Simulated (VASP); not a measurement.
# Sn (I4/mmm) in VASP: further runs, part 2 of 3

VASP 6.6.1. The steps go on from the part before.

**3. Single point, PBEsol+D3(BJ)**

This run uses another cell than the first one, of 25.17 Å³/atom.

The input, INCAR:

```
SYSTEM = Sn
PREC = Accurate
ENCUT = 520
EDIFF = 1E-7
ISMEAR = -1
SIGMA = 0.05
LREAL = .FALSE.
LASPH = .TRUE.
NELM = 80
ALGO = Normal
ISIF = 2
LWAVE = .FALSE.
LCHARG = .TRUE.
GGA = PS
IVDW = 12
LELF = .TRUE.
LVHAR = .TRUE.
NBANDS = 13
```

The input, KPOINTS:

```
regular mesh
0
G
  10 10 10
  0 0 0
```

The input, POSCAR:

```
Sn
1.0
   -1.9586005831      1.9586005831      1.6405162067
    1.9586005831     -1.9586005831      1.6405162067
    1.9586005831      1.9586005831     -1.6405162067
Sn
1
Direct
    0.0000000000      0.0000000000      0.0000000000
```

Potentials or basis: VASP PAW PBE potentials, release 64 (Sn_d).

Run with:

```sh
> cat potpaw_PBE.64/Sn_d/POTCAR > POTCAR
> mpirun -np 1 vasp_std > vasp.out
```

OUTCAR:

```text
SYSTEM = Sn
   PREC = Accurate
   ENCUT = 520
   EDIFF = 1E-7
   ISMEAR = -1
   LREAL = .FALSE.
   LASPH = .TRUE.
   NELM = 80
   ISIF = 2
   GGA = PS
   IVDW = 12
 IVDW          = 12

 ion  position               nearest neighbor table
   1  0.000  0.000  0.000-

  LATTYP: Found a body centered tetragonal cell.
 ALAT       =     3.9172011662
 C/A-ratio  =     0.8375960984

  Lattice vectors:

 A1 = (  -1.9586005831,   1.9586005831,   1.6405162067)
 A2 = (   1.9586005831,  -1.9586005831,   1.6405162067)
 A3 = (   1.9586005831,   1.9586005831,  -1.6405162067)

Analysis of symmetry for initial positions (statically):
=====================================================================
 Subroutine PRICEL returns:
 Original cell was already a primitive cell.

 Routine SETGRP: Setting up the symmetry group for a
 body centered tetragonal supercell.

 Subroutine GETGRP returns: Found 16 space group operations
 (whereof 16 operations were pure point group operations)
 out of a pool of 16 trial point group operations.

The static configuration has the point symmetry D_4h.

Analysis of symmetry for dynamics (positions and initial velocities):
=====================================================================
 Subroutine PRICEL returns:
 Original cell was already a primitive cell.

 Routine SETGRP: Setting up the symmetry group for a
 body centered tetragonal supercell.

 Subroutine GETGRP returns: Found 16 space group operations
 (whereof 16 operations were pure point group operations)
 out of a pool of 16 trial point group operations.

The dynamic configuration has the point symmetry D_4h.

 Subroutine INISYM returns: Found 16 space group operations
 (whereof 16 operations are pure point group operations),
 and found     1 'primitive' translations

----------------------------------------------------------------------------------------

                                     Primitive cell

  volume of cell :      25.1728

  direct lattice vectors                    reciprocal lattice vectors
    -1.958600583  1.958600583  1.640516207     0.000000000  0.255284311  0.304782116
     1.958600583 -1.958600583  1.640516207     0.255284311  0.000000000  0.304782116
     1.958600583  1.958600583 -1.640516207     0.255284311  0.255284311  0.000000000

  length of vectors
     3.219243065  3.219243065  3.219243065     0.397570393  0.397570393  0.361026535

  position of ions in fractional coordinates (direct lattice)
     0.000000000  0.000000000  0.000000000

  ion indices of the primitive-cell ions
   primitive index   ion index
                 1           1

----------------------------------------------------------------------------------------

 KPOINTS: regular mesh

Automatic generation of k-mesh.
 Grid dimensions read from file:
 generate k-points for:   10   10   10

 Generating k-lattice:

  Cartesian coordinates                     Fractional coordinates (reciprocal lattice)
     0.000000000  0.025528431  0.030478212     0.100000000 -0.000000000  0.000000000
     0.025528431  0.000000000  0.030478212    -0.000000000  0.100000000  0.000000000
     0.025528431  0.025528431  0.000000000     0.000000000  0.000000000  0.100000000

  Length of vectors
     0.039757039  0.039757039  0.036102653

  Shift w.r.t. Gamma in fractional coordinates (k-lattice)
     0.000000000  0.000000000  0.000000000

 Subroutine IBZKPT returns following result:
 ===========================================

 Found    102 irreducible k-points:

 Following reciprocal coordinates:
            Coordinates               Weight
  0.000000  0.000000  0.000000      1.000000
  0.100000  0.000000  0.000000      8.000000
  0.200000  0.000000  0.000000      8.000000
  0.300000  0.000000 -0.000000      8.000000
  0.400000  0.000000  0.000000      8.000000
  0.500000  0.000000  0.000000      4.000000
[... 16 lines left out ...]
  0.300000  0.300000 -0.000000      8.000000
  0.400000  0.300000 -0.000000     16.000000
 [... further k-points ...]
   k-points           NKPTS =    102   k-points in BZ     NKDIM =    102   number of bands    NBANDS=     13
   number of dos      NEDOS =    301   number of ions     NIONS =      1
   total plane-waves  NPLWV =  13824
   dimension x,y,z NGX =    24 NGY =   24 NGZ =   24
   dimension x,y,z NGXF=    48 NGYF=   48 NGZF=   48
   ions per type =               1
   NGX,Y,Z   is equivalent  to a cutoff of  12.39, 12.39, 12.39 a.u.
   NGXF,Y,Z  is equivalent  to a cutoff of  24.79, 24.79, 24.79 a.u.
 SYSTEM =  Sn
   PREC   = accura    normal or accurate (medium, high low for compatibility)
   ISTART =      0    job   : 0-new  1-cont  2-samecut
   ICHARG =      2    charge: 1-file 2-atom 10-const
   ISPIN  =      1    spin polarized calculation?
   LNONCOLLINEAR =      F non collinear calculations
   LSORBIT =      F    spin-orbit coupling
   LASPH  =      T    aspherical Exc in radial PAW
   ENCUT  =  520.0 eV  38.22 Ry    6.18 a.u.   5.99  5.99  5.99*2*pi/ulx,y,z
   NELM   =     80;   NELMIN=  2; NELMDL= -5     # of ELM steps
   EDIFF  = 0.1E-06   stopping-criterion for ELM
   LREAL  =      F    real-space projection
   EDIFFG = 0.1E-05   stopping-criterion for IOM
   NSW    =      0    number of steps for IOM
   IBRION =     -1    ionic relax: 0-MD 1-quasi-New 2-CG
   NFREE  =      0    steps in history (QN), initial steepest desc. (CG)
   ISIF   =      2    stress and relaxation
   ISYM   =      2    0-nonsym 1-usesym 2-fastsym
   POTIM  = 0.5000    time-step for ionic-motion
   TEBEG  =    0.0;   TEEND  =   0.0 temperature during run
   PSTRESS=    0.0 pullay stress
   NELECT =      14.0000    total number of electrons
   NUPDOWN=      -1.0000    fix difference up-down
   EMIN   =  10.00;   EMAX   =-10.00  energy-range for DOS
   EFERMI =   0.00;   METHOD = LEGACY
   ISMEAR =    -1;   SIGMA  =   0.05  broadening in eV -4-tet -1-fermi 0-gaus
   EFERMI_NEDOS =   21; number of points for ismear=-14 and -15
   IALGO  =     38    algorithm
   IMIX   =      4    mixing-type and parameters
     AMIX     =   0.40;   BMIX     =  1.00
     AMIX_MAG =   1.60;   BMIX_MAG =  1.00
  volume/ion in A,a.u.               =      25.17       169.87
  Fermi-wavevector in a.u.,A,eV,Ry     =   1.346295  2.544128 24.660682  1.812509
  Thomas-Fermi vector in A             =   2.474138
   LORBIT       =      0    0 simple, 1 ext, 2 COOP (PROOUT), +10 PAW based schemes
   GGA     = PS    functional components
   LHFCALC =     F    Hartree Fock is set to
   AEXX    =    0.0000 exact exchange contribution
   IVDW    =    12    specifies the selected vdW correction
   LEPSILON=     F    determine dielectric tensor
   LRPA    =     F    only Hartree local field effects (RPA)
 non-spin polarized calculation
  energy-cutoff  :      520.00
  volume of cell :       25.17
 maximum number of plane-waves:       702
   NGX = 11   NGY = 11   NGZ = 11

 number of electron      13.9999989 magnetization

 Free energy of the ion-electron system (eV)
  ---------------------------------------------------
  ext. energy  EPLUGINS =         0.00000000
  ---------------------------------------------------
  free energy    TOTEN  =        -4.22757595 eV

  energy without entropy =       -4.22309024  energy(sigma->0) =       -4.22533309

 E-fermi :   8.8590     XC(G=0): -10.8647

 val. band max:        8.8563683210   @ k =  -0.2000   0.4000   0.1000
 cond. band min:       8.8711251180   @ k =   0.4000   0.3000   0.1000
 fundamental gap:      0.0147567969
 Fermi energy:         8.8590028546

 k-point     1 :       0.0000    0.0000    0.0000
  band No.  band energies     occupation
      1     -12.6545      2.00000
      2     -12.5689      2.00000
      3     -12.5689      2.00000
      4     -12.5368      2.00000
      5     -12.4078      2.00000
      6      -2.8156      2.00000
      7      16.3934      0.00000
      8      16.3934      0.00000
      9      18.8984      0.00000
     10      19.8841      0.00000
     11      21.1289      0.00000
     12      21.5234      0.00000
     13      21.5234      0.00000
[... 353 lines left out ...]
 k-point    24 :       0.4000    0.3000   -0.0000
  band No.  band energies     occupation
      1     -12.6269      2.00000
      2     -12.5217      2.00000
      3     -12.4862      2.00000
      4     -12.4437      2.00000
      5     -12.4164      2.00000
      6       2.7778      2.00000
      7       6.0355      2.00000
      8       7.5419      2.00000
      9      13.5158      0.00000
     10      18.7020      0.00000
     11      20.7355      0.00000
     12      25.1008      0.00000
     13      25.9742      0.00000

 [... further k-points ...]

------------------------ aborting loop because EDIFF is reached ----------------------------------------

 Edisp (eV)   -0.42179

 E8    (eV) :    -0.2976

  FORCE on cell =-STRESS in cart. coord.  units (eV):
  Direction    XX          YY          ZZ          XY          YZ          ZX
  --------------------------------------------------------------------------------------
  -------------------------------------------------------------------------------------
  Total      -0.05609    -0.05609    -0.04666     0.00000     0.00000     0.00000
  in kB      -3.56978    -3.56978    -2.96975     0.00000     0.00000     0.00000
  external pressure =       -3.37 kB  Pullay stress =        0.00 kB

 VOLUME and BASIS-vectors are now :
 -----------------------------------------------------------------------------
  energy-cutoff  :      520.00
  volume of cell :       25.17
      direct lattice vectors                 reciprocal lattice vectors
    -1.958600583  1.958600583  1.640516207     0.000000000  0.255284311  0.304782116
     1.958600583 -1.958600583  1.640516207     0.255284311  0.000000000  0.304782116
     1.958600583  1.958600583 -1.640516207     0.255284311  0.255284311  0.000000000

 POSITION                                       TOTAL-FORCE (eV/Angst)
 -----------------------------------------------------------------------------------
      0.00000      0.00000      0.00000         0.000000      0.000000      0.000000
 -----------------------------------------------------------------------------------
    total drift:                               -0.000000      0.000000     -0.000000

  FREE ENERGIE OF THE ION-ELECTRON SYSTEM (eV)
  ---------------------------------------------------
  free  energy   TOTEN  =        -4.6493686936 eV

  energy  without entropy=       -4.6448829779  energy(sigma->0) =       -4.64712584
```

stdout:

```text
POSCAR found type information on POSCAR Sn
 POSCAR found :  1 types and       1 ions
 scaLAPACK will be used
 -----------------------------------------------------------------------------
|                                                                             |
|                                                                             |
|     You enforced a specific xc type in the INCAR file but a different       |
|     I HOPE YOU KNOW WHAT YOU ARE DOING!                                     |
|                                                                             |
 -----------------------------------------------------------------------------

 LDA part: xc-table for (Slater+PW92), standard interpolation
 POSCAR, INCAR and KPOINTS ok, starting setup
 FFT: planning ... GRIDC
 FFT: planning ... GRID_SOFT
 FFT: planning ... GRID
 WAVECAR not read
 entering main loop
```

Run time: 28 s. Hardware: 1 thread of Intel Xeon 8259CL, shared host; peak memory 0.17 GiB.

Results:

```
Free energy                : -4.6494 eV
Pressure                   : -0.3 GPa
Band gap on the k mesh     : zero (bands 7 and 8 overlap by 9.87 eV)
Dispersion energy per atom : -0.422 eV
```

Levels at points of the mesh, in eV from the Fermi level:
```
           k point  band 5  band 6  band 7  band 8  band 9  band 10
(0.00, 0.00, 0.00)  -21.27  -11.67    7.53    7.53   10.04    11.03
(0.50, 0.00, 0.00)  -21.20   -5.90   -4.61    3.33    4.67     7.69
(0.50, 0.50, 0.00)  -21.21   -7.35   -5.12    5.93    8.04    10.70
(0.50, 0.50, 0.50)  -21.19   -2.88   -1.63   -1.63    2.23     3.05
```

Caveat: three body term missing; the PAW data sets were made with another functional, which shifts forces and pressure a little; spin-orbit coupling is left out, which moves the levels of the heavy elements.

**4. Single point, PBEsol+D4**

This run uses another cell than the first one, of 25.54 Å³/atom.

The input, INCAR:

```
  PREC = Accurate
  ENCUT = 520
  EDIFF = 1E-6
  ISMEAR = -1
  SIGMA = 0.05
  LREAL = False
  LASPH = True
  NELM = 100
  ALGO = Normal
  ISIF = 2
  LWAVE = False
  LCHARG = False
  GGA = PS
  IVDW = 13
  NBANDS = 13
```

The input, KPOINTS:

```
Automatic mesh
0
Gamma
  10 10 10
```

The input, POSCAR:

```
Sn
1.0
   -1.9695879989      1.9695879989      1.6457547176
    1.9695879989     -1.9695879989      1.6457547176
    1.9695879989      1.9695879989     -1.6457547176
Sn
1
Direct
    0.0000000000      0.0000000000      0.0000000000
```

Potentials or basis: VASP PAW PBE potentials, release 64 (Sn_d).

Run with:

```sh
> cat potpaw_PBE.64/Sn_d/POTCAR > POTCAR
> mpirun -np 1 vasp_std > vasp.out
```

OUTCAR:

```text
PREC = Accurate
   ENCUT = 520
   EDIFF = 1E-6
   ISMEAR = -1
   LREAL = False
   LASPH = True
   NELM = 100
   ISIF = 2
   GGA = PS
   IVDW = 13

 ion  position               nearest neighbor table
   1  0.000  0.000  0.000-

  LATTYP: Found a body centered tetragonal cell.
 ALAT       =     3.9391759978
 C/A-ratio  =     0.8355832380

  Lattice vectors:

 A1 = (  -1.9695879989,   1.9695879989,   1.6457547176)
[... 561 lines left out ...]
     11      20.4501      0.00000
     12      24.8357      0.00000
     13      25.6427      0.00000

 [... further k-points ...]

------------------------ aborting loop because EDIFF is reached ----------------------------------------

  DFT-D4 for vdW energy calculation

  Edisp (eV):   -0.26141

  FORCE on cell =-STRESS in cart. coord.  units (eV):
  Direction    XX          YY          ZZ          XY          YZ          ZX
  --------------------------------------------------------------------------------------
  -------------------------------------------------------------------------------------
  Total      -0.01056    -0.01056    -0.00749     0.00000    -0.00000     0.00000
  in kB      -0.66262    -0.66262    -0.46995     0.00000    -0.00000     0.00000
  external pressure =       -0.60 kB  Pullay stress =        0.00 kB

 VOLUME and BASIS-vectors are now :
 -----------------------------------------------------------------------------
  energy-cutoff  :      520.00
  volume of cell :       25.54
      direct lattice vectors                 reciprocal lattice vectors
    -1.969587999  1.969587999  1.645754718     0.000000000  0.253860198  0.303811980
     1.969587999 -1.969587999  1.645754718     0.253860198  0.000000000  0.303811980
     1.969587999  1.969587999 -1.645754718     0.253860198  0.253860198  0.000000000

 POSITION                                       TOTAL-FORCE (eV/Angst)
 -----------------------------------------------------------------------------------
      0.00000      0.00000      0.00000        -0.000000      0.000000      0.000000
 -----------------------------------------------------------------------------------
    total drift:                                0.000000      0.000000     -0.000000

  FREE ENERGIE OF THE ION-ELECTRON SYSTEM (eV)
  ---------------------------------------------------
  free  energy   TOTEN  =        -4.4937152665 eV

  energy  without entropy=       -4.4892643565  energy(sigma->0) =       -4.49148981
```

OSZICAR:

```text
N       E                     dE             d eps       ncg     rms          rms(c)
DAV:   1     0.780350496757E+02    0.78035E+02   -0.72590E+03  2752   0.167E+03
DAV:   2     0.104819081865E+01   -0.76987E+02   -0.74580E+02  2882   0.330E+02
DAV:   3    -0.415363552021E+01   -0.52018E+01   -0.51866E+01  3082   0.714E+01
DAV:   4    -0.425281365113E+01   -0.99178E-01   -0.99154E-01  3190   0.105E+01
DAV:   5    -0.425620123073E+01   -0.33876E-02   -0.33875E-02  3416   0.190E+00    0.154E+00
DAV:   6    -0.423826606810E+01    0.17935E-01   -0.17940E-02  3312   0.247E+00    0.828E-01
DAV:   7    -0.423265383778E+01    0.56122E-02   -0.99844E-03  3312   0.173E+00    0.128E-01
DAV:   8    -0.423230867298E+01    0.34516E-03   -0.76103E-04  3262   0.484E-01    0.202E-02
DAV:   9    -0.423230900557E+01   -0.33259E-06   -0.14922E-05  3767   0.478E-02    0.109E-02
DAV:  10    -0.423230934612E+01   -0.34055E-06   -0.72996E-07  2231   0.111E-02
   1 F= -.44937153E+01 E0= -.44914898E+01  d E =-.445091E-02
```

Run time: 29 s. Hardware: 1 thread of Intel Xeon 8259CL, shared host; peak memory 0.16 GiB.

Results:

```
Free energy                : -4.4937 eV
Pressure                   : -0.1 GPa
Band gap on the k mesh     : zero (bands 7 and 8 overlap by 9.69 eV)
Dispersion energy per atom : -0.261 eV
```

Levels at points of the mesh, in eV from the Fermi level:
```tsv
k point	band 4	band 5	band 6	band 7	band 8	band 9	band 10	band 11
(0.00, 0.00, 0.00)	-21.38	-21.26	-11.56	7.42	7.42	9.90	10.92	12.14
(0.50, 0.00, 0.00)	-21.23	-21.19	-5.88	-4.52	3.29	4.62	7.61	7.67
(0.50, 0.50, 0.00)	-21.31	-21.21	-7.33	-5.03	5.88	7.98	10.62	10.97
(0.50, 0.50, 0.50)	-21.22	-21.19	-2.96	-1.60	-1.60	2.26	3.06	5.93
```

Caveat: the PAW data sets were made with another functional, which shifts forces and pressure a little; spin-orbit coupling is left out, which moves the levels of the heavy elements.

(Part 2 of 3 ends here.)
